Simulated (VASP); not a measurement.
# SnGe2N2 (P-6m2) in VASP: notebook

SnGe2N2 is run at these levels: PBE; tasks: single point.

Program: VASP 6.6.1. These are calculated values, not measurements. Logs are shortened: lines on timing, memory, paths and dates and some standing lists are left out, and cuts for length are marked.

### 1 The cell of the first run

The structure is hexagonal, space group P-6m2 (No. 187). Conventional cell: a = 3.095 Å, b = 3.095 Å, c = 13.037 Å, α = 90.00°, β = 90.00°, γ = 120.00°. Sn (site symmetry -6m2) has 6 Sn at 3.10 Å within 4.1 Å. Within 2.6 Å of Ge (site symmetry 3m) lie 3 N at 1.90 Å and 1 Ge at 2.56 Å. Within 2.5 Å of N (site symmetry 3m) lie 3 Ge at 1.90 Å.

### 2 Single point, PBE

Contents of INCAR:

```
PREC = Accurate ; ENCUT = 520
EDIFF = 1E-6 ; ISMEAR = 0
SIGMA = 0.1 ; LREAL = F
LASPH = T ; NELM = 60
ALGO = Normal ; ISIF = 2
LWAVE = F ; LCHARG = F
GGA = PE ; NBANDS = 34
```

Contents of KPOINTS:

```
regular mesh
0
Gamma
  12 12 4
```

Contents of POSCAR:

```
SnGe2N2
1.0
    3.0954193168      0.0000000000      0.0000000000
   -1.5477096584      2.6807117637      0.0000000000
    0.0000000000      0.0000000000     13.0365815065
Sn Ge N
1 2 2
Direct
    0.0000000000      0.0000000000      0.0000000000
    0.3333333333      0.6666666667      0.5982489566
    0.3333333333      0.6666666667      0.4017510434
    0.6666666667      0.3333333333      0.6479296193
    0.6666666667      0.3333333333      0.3520703807
```

Potentials or basis: VASP PAW PBE potentials, release 64 (Sn_d, Ge_d, N).

Command:

```console
$ cat potpaw_PBE.64/Sn_d/POTCAR potpaw_PBE.64/Ge_d/POTCAR potpaw_PBE.64/N/POTCAR > POTCAR
$ mpirun -np 1 vasp_std > vasp.out
```

OUTCAR:

```text
PREC = Accurate
   ENCUT = 520
   EDIFF = 1E-6
   ISMEAR = 0
   LREAL = F
   LASPH = T
   NELM = 60
   ISIF = 2
   GGA = PE

 ion  position               nearest neighbor table
   1  0.000  0.000  0.000-
   2  0.333  0.667  0.598-   4 1.90   4 1.90   4 1.90   3 2.56
   3  0.333  0.667  0.402-   5 1.90   5 1.90   5 1.90   2 2.56
   4  0.667  0.333  0.648-   2 1.90   2 1.90   2 1.90
   5  0.667  0.333  0.352-   3 1.90   3 1.90   3 1.90

  LATTYP: Found a hexagonal cell.
 ALAT       =     3.0954193168
 C/A-ratio  =     4.2115720593

  Lattice vectors:

 A1 = (   3.0954193168,   0.0000000000,   0.0000000000)
 A2 = (  -1.5477096584,   2.6807117637,   0.0000000000)
 A3 = (   0.0000000000,   0.0000000000,  13.0365815065)

Analysis of symmetry for initial positions (statically):
=====================================================================
 Subroutine PRICEL returns:
 Original cell was already a primitive cell.

 Routine SETGRP: Setting up the symmetry group for a
 hexagonal supercell.

 Subroutine GETGRP returns: Found 12 space group operations
 (whereof 12 operations were pure point group operations)
 out of a pool of 24 trial point group operations.

The static configuration has the point symmetry D_3h.

Analysis of symmetry for dynamics (positions and initial velocities):
=====================================================================
 Subroutine PRICEL returns:
 Original cell was already a primitive cell.

 Routine SETGRP: Setting up the symmetry group for a
 hexagonal supercell.

 Subroutine GETGRP returns: Found 12 space group operations
 (whereof 12 operations were pure point group operations)
 out of a pool of 24 trial point group operations.

The dynamic configuration has the point symmetry D_3h.

 Subroutine INISYM returns: Found 12 space group operations
 (whereof 12 operations are pure point group operations),
 and found     1 'primitive' translations

----------------------------------------------------------------------------------------

                                     Primitive cell

  volume of cell :     108.1766

  direct lattice vectors                    reciprocal lattice vectors
     3.095419317  0.000000000  0.000000000     0.323058009  0.186517628  0.000000000
    -1.547709658  2.680711764  0.000000000     0.000000000  0.373035256  0.000000000
     0.000000000  0.000000000 13.036581506     0.000000000  0.000000000  0.076707226

  length of vectors
     3.095419317  3.095419317 13.036581506     0.373035256  0.373035256  0.076707226

  position of ions in fractional coordinates (direct lattice)
     0.000000000  0.000000000  0.000000000
     0.333333333  0.666666667  0.598248957
     0.333333333  0.666666667  0.401751043
     0.666666667  0.333333333  0.647929619
     0.666666667  0.333333333  0.352070381

  ion indices of the primitive-cell ions
   primitive index   ion index
                 1           1
                 2           2
                 3           3
                 4           4
                 5           5

----------------------------------------------------------------------------------------

 KPOINTS: regular mesh

Automatic generation of k-mesh.
 Grid dimensions read from file:
 generate k-points for:   12   12    4

 Generating k-lattice:

  Cartesian coordinates                     Fractional coordinates (reciprocal lattice)
     0.026921501  0.015543136  0.000000000     0.083333333 -0.000000000  0.000000000
     0.000000000  0.031086271  0.000000000     0.000000000  0.083333333  0.000000000
     0.000000000  0.000000000  0.019176806     0.000000000  0.000000000  0.250000000

  Length of vectors
     0.031086271  0.031086271  0.019176806

  Shift w.r.t. Gamma in fractional coordinates (k-lattice)
     0.000000000  0.000000000  0.000000000

 Subroutine IBZKPT returns following result:
 ===========================================

 Found     57 irreducible k-points:

 Following reciprocal coordinates:
            Coordinates               Weight
  0.000000  0.000000  0.000000      1.000000
  0.083333  0.000000  0.000000      6.000000
  0.166667  0.000000  0.000000      6.000000
  0.250000  0.000000  0.000000      6.000000
  0.333333  0.000000  0.000000      6.000000
  0.416667  0.000000  0.000000      6.000000
[... 16 lines left out ...]
  0.250000  0.000000  0.250000     12.000000
  0.333333  0.000000  0.250000     12.000000
 [... further k-points ...]
   k-points           NKPTS =     57   k-points in BZ     NKDIM =     57   number of bands    NBANDS=     34
   number of dos      NEDOS =    301   number of ions     NIONS =      5
   total plane-waves  NPLWV =  56448
   dimension x,y,z NGX =    24 NGY =   24 NGZ =   98
   dimension x,y,z NGXF=    48 NGYF=   48 NGZF=  196
   ions per type =               1   2   2
   NGX,Y,Z   is equivalent  to a cutoff of  12.89, 12.89, 12.50 a.u.
   NGXF,Y,Z  is equivalent  to a cutoff of  25.78, 25.78, 24.99 a.u.
 SYSTEM =  unknown system
   PREC   = accura    normal or accurate (medium, high low for compatibility)
   ISTART =      0    job   : 0-new  1-cont  2-samecut
   ICHARG =      2    charge: 1-file 2-atom 10-const
   ISPIN  =      1    spin polarized calculation?
   LNONCOLLINEAR =      F non collinear calculations
   LSORBIT =      F    spin-orbit coupling
   LASPH  =      T    aspherical Exc in radial PAW
   ENCUT  =  520.0 eV  38.22 Ry    6.18 a.u.   5.76  5.76 24.24*2*pi/ulx,y,z
   NELM   =     60;   NELMIN=  2; NELMDL= -5     # of ELM steps
   EDIFF  = 0.1E-05   stopping-criterion for ELM
   LREAL  =      F    real-space projection
   EDIFFG = 0.1E-04   stopping-criterion for IOM
   NSW    =      0    number of steps for IOM
   IBRION =     -1    ionic relax: 0-MD 1-quasi-New 2-CG
   NFREE  =      0    steps in history (QN), initial steepest desc. (CG)
   ISIF   =      2    stress and relaxation
   ISYM   =      2    0-nonsym 1-usesym 2-fastsym
   POTIM  = 0.5000    time-step for ionic-motion
   TEBEG  =    0.0;   TEEND  =   0.0 temperature during run
   PSTRESS=    0.0 pullay stress
   NELECT =      52.0000    total number of electrons
   NUPDOWN=      -1.0000    fix difference up-down
   EMIN   =  10.00;   EMAX   =-10.00  energy-range for DOS
   EFERMI =   0.00;   METHOD = LEGACY
   ISMEAR =     0;   SIGMA  =   0.10  broadening in eV -4-tet -1-fermi 0-gaus
   EFERMI_NEDOS =   21; number of points for ismear=-14 and -15
   IALGO  =     38    algorithm
   IMIX   =      4    mixing-type and parameters
     AMIX     =   0.40;   BMIX     =  1.00
     AMIX_MAG =   1.60;   BMIX_MAG =  1.00
  volume/ion in A,a.u.               =      21.64       146.00
  Fermi-wavevector in a.u.,A,eV,Ry     =   1.282424  2.423429 22.376281  1.644610
  Thomas-Fermi vector in A             =   2.414736
   LORBIT       =      0    0 simple, 1 ext, 2 COOP (PROOUT), +10 PAW based schemes
   GGA     = PE    functional components
   LHFCALC =     F    Hartree Fock is set to
   AEXX    =    0.0000 exact exchange contribution
   IVDW    =     0    specifies the selected vdW correction
   LEPSILON=     F    determine dielectric tensor
   LRPA    =     F    only Hartree local field effects (RPA)
 non-spin polarized calculation
 Gauss-broadening in eV      SIGMA  =   0.10
  energy-cutoff  :      520.00
  volume of cell :      108.18
 maximum number of plane-waves:      2936
 NGX is ok and might be reduce to    24
   NGX = 11   NGY = 11   NGZ = 49

 number of electron      51.9999978 magnetization

 Free energy of the ion-electron system (eV)
  ---------------------------------------------------
  ext. energy  EPLUGINS =         0.00000000
  ---------------------------------------------------
  free energy    TOTEN  =       -28.42063363 eV

  energy without entropy =      -28.41298634  energy(sigma->0) =      -28.41680998

 E-fermi :   4.4330     XC(G=0):  -8.8341

 val. band max:        4.4259671716   @ k =   0.3333   0.0000   0.5000
 cond. band min:       4.4424747254   @ k =   0.3333   0.0000   0.2500
 fundamental gap:      0.0165075538
 Fermi energy:         4.4329826265

 k-point     1 :       0.0000    0.0000    0.0000
  band No.  band energies     occupation
      1     -21.8772      2.00000
      2     -21.8295      2.00000
      3     -21.8295      2.00000
      4     -21.8167      2.00000
      5     -21.8167      2.00000
      6     -21.7349      2.00000
[... 26 lines left out ...]
     33      10.9883      0.00000
     34      11.1743      0.00000

 k-point     2 :       0.0833    0.0000    0.0000
  band No.  band energies     occupation
      1     -21.8766      2.00000
      2     -21.8297      2.00000
      3     -21.8241      2.00000
      4     -21.8236      2.00000
      5     -21.8110      2.00000
      6     -21.7291      2.00000
[... 26 lines left out ...]
     33      10.7056      0.00000
     34      11.2489      0.00000

 k-point     3 :       0.1667    0.0000    0.0000
  band No.  band energies     occupation
      1     -21.8797      2.00000
      2     -21.8402      2.00000
      3     -21.8259      2.00000
      4     -21.8101      2.00000
      5     -21.7955      2.00000
      6     -21.7366      2.00000
[... 26 lines left out ...]
     33      10.1000      0.00000
     34      10.6181      0.00000

 k-point     4 :       0.2500    0.0000    0.0000
  band No.  band energies     occupation
      1     -21.8914      2.00000
      2     -21.8602      2.00000
      3     -21.8149      2.00000
      4     -21.7934      2.00000
      5     -21.7750      2.00000
      6     -21.7457      2.00000
[... 26 lines left out ...]
     33      10.3703      0.00000
     34      10.8517      0.00000

 k-point     5 :       0.3333    0.0000    0.0000
  band No.  band energies     occupation
      1     -21.9066      2.00000
      2     -21.8790      2.00000
      3     -21.8034      2.00000
      4     -21.7812      2.00000
      5     -21.7556      2.00000
      6     -21.7524      2.00000
[... 621 lines left out ...]
 k-point    22 :       0.1667    0.0000    0.2500
  band No.  band energies     occupation
      1     -21.8797      2.00000
      2     -21.8402      2.00000
      3     -21.8259      2.00000
      4     -21.8101      2.00000
      5     -21.7955      2.00000
      6     -21.7366      2.00000
[... 26 lines left out ...]
     33      10.1000      0.00000
     34      10.7110      0.00000

 k-point    23 :       0.2500    0.0000    0.2500
  band No.  band energies     occupation
      1     -21.8914      2.00000
      2     -21.8602      2.00000
      3     -21.8149      2.00000
      4     -21.7934      2.00000
      5     -21.7750      2.00000
      6     -21.7457      2.00000
[... 26 lines left out ...]
     33      10.3703      0.00000
     34      10.9615      0.00000

 k-point    24 :       0.3333    0.0000    0.2500
  band No.  band energies     occupation
      1     -21.9066      2.00000
      2     -21.8790      2.00000
      3     -21.8034      2.00000
      4     -21.7812      2.00000
      5     -21.7556      2.00000
      6     -21.7524      2.00000
[... 26 lines left out ...]
     33      10.4568      0.00000
     34      10.4764      0.00000

 [... further k-points ...]
[... 5 lines left out ...]
  --------------------------------------------------------------------------------------
  -------------------------------------------------------------------------------------
  Total       -0.1428946     -0.1428946     -0.0478143      0.0000000      0.0000000     -0.0000000
  in kB       -2.1163769     -2.1163769     -0.7081655      0.0000000      0.0000000     -0.0000000
  external PRESSURE =      -1.6469731 kB  Pullay stress =       0.0000000 kB

 VOLUME and BASIS-vectors are now :
 -----------------------------------------------------------------------------
  energy-cutoff  :      520.00
  volume of cell :      108.18
      direct lattice vectors                 reciprocal lattice vectors
     3.095419317  0.000000000  0.000000000     0.323058009  0.186517628  0.000000000
    -1.547709658  2.680711764  0.000000000     0.000000000  0.373035256  0.000000000
     0.000000000  0.000000000 13.036581506     0.000000000  0.000000000  0.076707226

 POSITION                                       TOTAL-FORCE (eV/Angst)
 -----------------------------------------------------------------------------------
      0.00000      0.00000      0.00000         0.000000     -0.000000     -0.000000
     -0.00000      1.78714      7.79912         0.000000      0.000000      0.022289
     -0.00000      1.78714      5.23746        -0.000000     -0.000000     -0.022289
      1.54771      0.89357      8.44679         0.000000     -0.000000     -0.018645
      1.54771      0.89357      4.58979         0.000000     -0.000000      0.018645
 -----------------------------------------------------------------------------------
    total drift:                                0.000002     -0.000001     -0.000000

  FREE ENERGIE OF THE ION-ELECTRON SYSTEM (eV)
  ---------------------------------------------------
  free  energy   TOTEN  =       -28.4206336305 eV

  energy  without entropy=      -28.4129863351  energy(sigma->0) =      -28.41680998
```

Run time: 2.7 min. Hardware: 1 thread of Intel Xeon Platinum 8488C (Sapphire Rapids), shared host; peak memory 0.35 GiB.

What came out:

- Free energy: -28.4206 eV
- Pressure: -0.2 GPa
- Largest force: 0.022 eV/Å
- Band gap on the k mesh: zero (bands 26 and 27 overlap by 2.06 eV)

Forces on the atoms (eV/Å):
```
Sn   0.000  0.000  0.000
Ge   0.000  0.000  0.022
Ge   0.000  0.000 -0.022
N    0.000  0.000 -0.019
N    0.000  0.000  0.019
```

Caveat: spin-orbit coupling is left out, which moves the levels of the heavy elements.

### 3 Single point, PBE

This run uses another cell than the first one, of 21.97 Å³/atom.

Contents of INCAR:

```
SYSTEM = SnGe2N2
  PREC = Accurate
  ENCUT = 520
  EDIFF = 1E-6
  ISMEAR = 0
  SIGMA = 0.1
  LREAL = .FALSE.
  LASPH = .TRUE.
  NELM = 100
  ALGO = Normal
  ISIF = 2
  LWAVE = .FALSE.
  LCHARG = .TRUE.
  GGA = PE
  LELF = .TRUE.
  LVHAR = .TRUE.
  NBANDS = 34
```

Contents of KPOINTS:

```
regular mesh
0
G
  12 12 4
  0 0 0
```

Contents of POSCAR:

```
SnGe2N2
1.0
    3.0950684612      0.0000000000      0.0000000000
   -1.5475342306      2.6804079138      0.0000000000
    0.0000000000      0.0000000000     13.2402348187
Sn Ge N
1 2 2
Direct
    0.0000000000      0.0000000000      0.0000000000
    0.3333333333      0.6666666667      0.5967540348
    0.3333333333      0.6666666667      0.4032459652
    0.6666666667      0.3333333333      0.6456786525
    0.6666666667      0.3333333333      0.3543213475
```

Potentials or basis: VASP PAW PBE potentials, release 64 (Sn_d, Ge_d, N).

Command:

```console
$ cat potpaw_PBE.64/Sn_d/POTCAR potpaw_PBE.64/Ge_d/POTCAR potpaw_PBE.64/N/POTCAR > POTCAR
$ mpirun -np 1 vasp_std > vasp.out
```

Wall time 2.8 min (1 thread of Intel Xeon Platinum 8488C (Sapphire Rapids), shared host); peak memory 0.35 GiB.

It converged, with:

* Free energy: -28.4209 eV
* Pressure: -0.2 GPa
* Largest force: 0.023 eV/Å
* Band gap on the k mesh: zero (bands 26 and 27 overlap by 2.06 eV)

Forces on the atoms (eV/Å):
```
Sn   0.000  0.000  0.000
Ge   0.000  0.000  0.023
Ge   0.000  0.000 -0.023
N    0.000  0.000 -0.019
N    0.000  0.000  0.019
```

Stress tensor (GPa, compression positive):
```
-0.19  0.00  0.00
 0.00 -0.19  0.00
 0.00  0.00 -0.10
```

Levels at points of the mesh, in eV from the Fermi level:
| k point | band 24 | band 25 | band 26 | band 27 | band 28 | band 29 |
| --- | --- | --- | --- | --- | --- | --- |
| (0.00, 0.00, 0.00) | -3.73 | -2.36 | -2.13 | -0.36 | 2.04 | 3.71 |
| (0.50, 0.00, 0.00) | -3.83 | -3.54 | -3.27 | 0.14 | 1.44 | 1.82 |
| (0.00, 0.00, 0.50) | -3.73 | -2.56 | -1.88 | -0.43 | 2.04 | 3.75 |
| (0.50, 0.00, 0.50) | -3.83 | -3.54 | -3.27 | 0.14 | 1.47 | 1.80 |

Caveat: spin-orbit coupling is left out, which moves the levels of the heavy elements.
